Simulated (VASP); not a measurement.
# SbPb (Fm-3m) in VASP: a series of runs, part 2 of 2

VASP 6.6.1.

### 3 Single point, LDA

This run uses another cell than the first one, of 34.12 Å³/atom, 1.025 times its volume.

INCAR

```
PREC = Accurate
ENCUT = 520
EDIFF = 1E-6
ISMEAR = -1
SIGMA = 0.05
LREAL = F
LASPH = T
NELM = 60
ALGO = Normal
ISIF = 2
LWAVE = F
LCHARG = F
GGA = CA
NBANDS = 16
```

KPOINTS

```
Automatic mesh
0
Gamma
  8 8 8
```

POSCAR

```
SbPb
1.0
    0.0000000000      3.2433896950      3.2433896950
    3.2433896950      0.0000000000      3.2433896950
    3.2433896950      3.2433896950      0.0000000000
Sb Pb
1 1
Direct
    0.5000000000      0.5000000000      0.5000000000
    0.0000000000      0.0000000000      0.0000000000
```

Potentials or basis: VASP PAW LDA potentials, release 64 (Sb, Pb_d).

Command:

```bash
$ cat potpaw_LDA.64/Sb/POTCAR potpaw_LDA.64/Pb_d/POTCAR > POTCAR
$ mpirun -np 1 vasp_std > vasp.out
```

OUTCAR:

```text
PREC = Accurate
   ENCUT = 520
   EDIFF = 1E-6
   ISMEAR = -1
   LREAL = F
   LASPH = T
   NELM = 60
   ISIF = 2
   GGA = CA

 ion  position               nearest neighbor table
   1  0.500  0.500  0.500-   2 3.24   2 3.24   2 3.24   2 3.24   2 3.24   2 3.24
   2  0.000  0.000  0.000-   1 3.24   1 3.24   1 3.24   1 3.24   1 3.24   1 3.24

  LATTYP: Found a face centered cubic cell.
 ALAT       =     6.4867793900

  Lattice vectors:

 A1 = (   0.0000000000,   3.2433896950,   3.2433896950)
 A2 = (   3.2433896950,   0.0000000000,   3.2433896950)
 A3 = (   3.2433896950,   3.2433896950,   0.0000000000)

Analysis of symmetry for initial positions (statically):
=====================================================================
 Subroutine PRICEL returns:
 Original cell was already a primitive cell.

 Routine SETGRP: Setting up the symmetry group for a
 face centered cubic supercell.

 Subroutine GETGRP returns: Found 48 space group operations
 (whereof 48 operations were pure point group operations)
 out of a pool of 48 trial point group operations.

The static configuration has the point symmetry O_h .

Analysis of symmetry for dynamics (positions and initial velocities):
=====================================================================
 Subroutine PRICEL returns:
 Original cell was already a primitive cell.

 Routine SETGRP: Setting up the symmetry group for a
 face centered cubic supercell.

 Subroutine GETGRP returns: Found 48 space group operations
 (whereof 48 operations were pure point group operations)
 out of a pool of 48 trial point group operations.

The dynamic configuration has the point symmetry O_h .

 Subroutine INISYM returns: Found 48 space group operations
 (whereof 48 operations are pure point group operations),
 and found     1 'primitive' translations

----------------------------------------------------------------------------------------

                                     Primitive cell

  volume of cell :      68.2382

  direct lattice vectors                    reciprocal lattice vectors
     0.000000000  3.243389695  3.243389695    -0.154159705  0.154159705  0.154159705
     3.243389695  0.000000000  3.243389695     0.154159705 -0.154159705  0.154159705
     3.243389695  3.243389695  0.000000000     0.154159705  0.154159705 -0.154159705

  length of vectors
     4.586845695  4.586845695  4.586845695     0.267012442  0.267012442  0.267012442

  position of ions in fractional coordinates (direct lattice)
     0.500000000  0.500000000  0.500000000
     0.000000000  0.000000000  0.000000000

  ion indices of the primitive-cell ions
   primitive index   ion index
                 1           1
                 2           2

----------------------------------------------------------------------------------------

 KPOINTS: Automatic mesh

Automatic generation of k-mesh.
 Grid dimensions read from file:
 generate k-points for:    8    8    8

 Generating k-lattice:

  Cartesian coordinates                     Fractional coordinates (reciprocal lattice)
    -0.019269963  0.019269963  0.019269963     0.125000000  0.000000000  0.000000000
     0.019269963 -0.019269963  0.019269963     0.000000000  0.125000000  0.000000000
     0.019269963  0.019269963 -0.019269963     0.000000000  0.000000000  0.125000000

  Length of vectors
     0.033376555  0.033376555  0.033376555

  Shift w.r.t. Gamma in fractional coordinates (k-lattice)
     0.000000000  0.000000000  0.000000000

 Subroutine IBZKPT returns following result:
 ===========================================

 Found     29 irreducible k-points:

 Following reciprocal coordinates:
            Coordinates               Weight
  0.000000  0.000000  0.000000      1.000000
  0.125000  0.000000  0.000000      8.000000
  0.250000  0.000000  0.000000      8.000000
  0.375000  0.000000  0.000000      8.000000
  0.500000  0.000000  0.000000      4.000000
  0.125000  0.125000  0.000000      6.000000
[... 16 lines left out ...]
  0.500000  0.250000  0.125000     48.000000
 -0.375000  0.250000  0.125000     24.000000
 [... further k-points ...]
   k-points           NKPTS =     29   k-points in BZ     NKDIM =     29   number of bands    NBANDS=     16
   number of dos      NEDOS =    301   number of ions     NIONS =      2
   total plane-waves  NPLWV =  46656
   dimension x,y,z NGX =    36 NGY =   36 NGZ =   36
   dimension x,y,z NGXF=    72 NGYF=   72 NGZF=   72
   ions per type =               1   1
   NGX,Y,Z   is equivalent  to a cutoff of  13.05, 13.05, 13.05 a.u.
   NGXF,Y,Z  is equivalent  to a cutoff of  26.10, 26.10, 26.10 a.u.
 SYSTEM =  unknown system
   PREC   = accura    normal or accurate (medium, high low for compatibility)
   ISTART =      0    job   : 0-new  1-cont  2-samecut
   ICHARG =      2    charge: 1-file 2-atom 10-const
   ISPIN  =      1    spin polarized calculation?
   LNONCOLLINEAR =      F non collinear calculations
   LSORBIT =      F    spin-orbit coupling
   LASPH  =      T    aspherical Exc in radial PAW
   ENCUT  =  520.0 eV  38.22 Ry    6.18 a.u.   8.53  8.53  8.53*2*pi/ulx,y,z
   NELM   =     60;   NELMIN=  2; NELMDL= -5     # of ELM steps
   EDIFF  = 0.1E-05   stopping-criterion for ELM
   LREAL  =      F    real-space projection
   EDIFFG = 0.1E-04   stopping-criterion for IOM
   NSW    =      0    number of steps for IOM
   IBRION =     -1    ionic relax: 0-MD 1-quasi-New 2-CG
   NFREE  =      0    steps in history (QN), initial steepest desc. (CG)
   ISIF   =      2    stress and relaxation
   ISYM   =      2    0-nonsym 1-usesym 2-fastsym
   POTIM  = 0.5000    time-step for ionic-motion
   TEBEG  =    0.0;   TEEND  =   0.0 temperature during run
   PSTRESS=    0.0 pullay stress
   NELECT =      19.0000    total number of electrons
   NUPDOWN=      -1.0000    fix difference up-down
   EMIN   =  10.00;   EMAX   =-10.00  energy-range for DOS
   EFERMI =   0.00;   METHOD = LEGACY
   ISMEAR =    -1;   SIGMA  =   0.05  broadening in eV -4-tet -1-fermi 0-gaus
   EFERMI_NEDOS =   21; number of points for ismear=-14 and -15
   IALGO  =     38    algorithm
   IMIX   =      4    mixing-type and parameters
     AMIX     =   0.40;   BMIX     =  1.00
     AMIX_MAG =   1.60;   BMIX_MAG =  1.00
  volume/ion in A,a.u.               =      34.12       230.25
  Fermi-wavevector in a.u.,A,eV,Ry     =   1.069014  2.020144 15.548627  1.142792
  Thomas-Fermi vector in A             =   2.204681
   LORBIT       =      0    0 simple, 1 ext, 2 COOP (PROOUT), +10 PAW based schemes
   GGA     = CA    functional components
   LHFCALC =     F    Hartree Fock is set to
   AEXX    =    0.0000 exact exchange contribution
   IVDW    =     0    specifies the selected vdW correction
   LEPSILON=     F    determine dielectric tensor
   LRPA    =     F    only Hartree local field effects (RPA)
 non-spin polarized calculation
  energy-cutoff  :      520.00
  volume of cell :       68.24
 maximum number of plane-waves:      1856
 NGX is ok and might be reduce to    36
   NGX = 17   NGY = 17   NGZ = 17

 number of electron      19.0000003 magnetization

 Free energy of the ion-electron system (eV)
  ---------------------------------------------------
  ext. energy  EPLUGINS =         0.00000000
  ---------------------------------------------------
  free energy    TOTEN  =        -8.78225653 eV

  energy without entropy =       -8.77002720  energy(sigma->0) =       -8.77614187

 E-fermi :   5.2501     XC(G=0):  -9.5175

 val. band max:        5.2394671197   @ k =  -0.2500   0.2500   0.0000
 cond. band min:       5.3606580601   @ k =   0.5000   0.2500   0.1250
 fundamental gap:      0.1211909404
 Fermi energy:         5.2500870967

 k-point     1 :       0.0000    0.0000    0.0000
  band No.  band energies     occupation
      1     -11.3471      2.00000
      2     -11.3471      2.00000
      3     -11.3273      2.00000
      4     -11.3273      2.00000
      5     -11.3273      2.00000
      6      -5.8343      2.00000
[... 8 lines left out ...]
     15      11.1250      0.00000
     16      11.1250      0.00000

 k-point     2 :       0.1250    0.0000    0.0000
  band No.  band energies     occupation
      1     -11.3488      2.00000
      2     -11.3488      2.00000
      3     -11.3269      2.00000
      4     -11.3253      2.00000
      5     -11.3253      2.00000
      6      -5.6814      2.00000
[... 8 lines left out ...]
     15      11.4130      0.00000
     16      11.4130      0.00000
[... 387 lines left out ...]
      5     -11.3101      2.00000
      6      -4.1477      2.00000
[... 8 lines left out ...]
     15      13.8902      0.00000
     16      14.2221      0.00000

 k-point    24 :      -0.3750    0.2500    0.1250
  band No.  band energies     occupation
      1     -11.3711      2.00000
      2     -11.3544      2.00000
      3     -11.3215      2.00000
      4     -11.3159      2.00000
      5     -11.3079      2.00000
      6      -3.4184      2.00000
[... 8 lines left out ...]
     15      12.5246      0.00000
     16      15.0840      0.00000

 [... further k-points ...]
[... 5 lines left out ...]
  --------------------------------------------------------------------------------------
  -------------------------------------------------------------------------------------
  Total       -2.2782445     -2.2782445     -2.2782445      0.0000000      0.0000000     -0.0000000
  in kB      -53.4913448    -53.4913448    -53.4913448      0.0000000      0.0000000     -0.0000000
  external PRESSURE =     -53.4913448 kB  Pullay stress =       0.0000000 kB

 VOLUME and BASIS-vectors are now :
 -----------------------------------------------------------------------------
  energy-cutoff  :      520.00
  volume of cell :       68.24
      direct lattice vectors                 reciprocal lattice vectors
     0.000000000  3.243389695  3.243389695    -0.154159705  0.154159705  0.154159705
     3.243389695  0.000000000  3.243389695     0.154159705 -0.154159705  0.154159705
     3.243389695  3.243389695  0.000000000     0.154159705  0.154159705 -0.154159705

 POSITION                                       TOTAL-FORCE (eV/Angst)
 -----------------------------------------------------------------------------------
      3.24339      3.24339      3.24339         0.000000     -0.000000      0.000000
      0.00000      0.00000      0.00000        -0.000000      0.000000     -0.000000
 -----------------------------------------------------------------------------------
    total drift:                               -0.000000      0.000000      0.000000

  FREE ENERGIE OF THE ION-ELECTRON SYSTEM (eV)
  ---------------------------------------------------
  free  energy   TOTEN  =        -8.7822565349 eV

  energy  without entropy=       -8.7700271957  energy(sigma->0) =       -8.77614187
```

OSZICAR:

```text
N       E                     dE             d eps       ncg     rms          rms(c)
DAV:   1     0.140968094496E+03    0.14097E+03   -0.83989E+03   936   0.110E+03
DAV:   2    -0.268308702185E+00   -0.14124E+03   -0.13798E+03  1080   0.293E+02
DAV:   3    -0.859908261111E+01   -0.83308E+01   -0.82147E+01  1136   0.763E+01
DAV:   4    -0.880628507312E+01   -0.20720E+00   -0.20686E+00  1120   0.154E+01
DAV:   5    -0.881536420507E+01   -0.90791E-02   -0.90786E-02  1296   0.271E+00    0.177E+00
DAV:   6    -0.878596856751E+01    0.29396E-01   -0.61567E-02  1272   0.270E+00    0.976E-01
DAV:   7    -0.878270863066E+01    0.32599E-02   -0.17987E-02  1224   0.119E+00    0.347E-01
DAV:   8    -0.878226425890E+01    0.44437E-03   -0.18813E-03  1216   0.499E-01    0.233E-02
DAV:   9    -0.878225395839E+01    0.10301E-04   -0.17217E-04  1256   0.126E-01    0.154E-02
DAV:  10    -0.878225655337E+01   -0.25950E-05   -0.17527E-05  1184   0.334E-02    0.606E-03
DAV:  11    -0.878225653494E+01    0.18424E-07   -0.92528E-07   888   0.771E-03
   1 F= -.87822565E+01 E0= -.87761419E+01  d E =-.122293E-01
```

stdout:

```text
POSCAR found type information on POSCAR SbPb
 POSCAR found :  2 types and       2 ions
 scaLAPACK will be used
 LDA part: xc-table for (Slater(with rela. corr.)+CA(PZ))
 , standard interpolation
 POSCAR, INCAR and KPOINTS ok, starting setup
 FFT: planning ... GRIDC
 FFT: planning ... GRID_SOFT
 FFT: planning ... GRID
 WAVECAR not read
 entering main loop
```

It used 74 s of CPU time on 1 thread of AMD EPYC 7R13 Processor (Zen 3), with other jobs on the host.

What came out:

| Quantity | Value |
| --- | --- |
| Free energy | -8.7823 eV |
| Pressure | -5.3 GPa |

Caveat: spin-orbit coupling is left out, which moves the levels of the heavy elements.
